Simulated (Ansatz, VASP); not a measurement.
**InP in VASP and in Ansatz**

```
In P
1.0
     0.00000    2.93050    2.93050
     2.93050    0.00000    2.93050
     2.93050    2.93050    0.00000
In P
1 1
Direct
  0.00000 0.00000 0.00000
  0.75000 0.75000 0.75000
```

Alike in both runs: task single point; functional PBE; k mesh 12 × 12 × 12; occupations fermi-dirac, width 0.05 eV; non-collinear spin, spin-orbit coupling.

|  | VASP | Ansatz |
| --- | --- | --- |
| version | VASP 6.6.1 | Ansatz 0.2.0 |
| potentials or method | VASP PAW PBE potentials, release 64 (In_d, P), cutoff 520 eV | all-electron LAPW |

```tsv
	VASP	Ansatz	Ansatz less VASP
pressure (GPa)	3.2	3.3	+0.03
net moment per atom (μB)	0.00	0.00	0.000
```

Ansatz ran all-electron here, and VASP with PAW potentials.
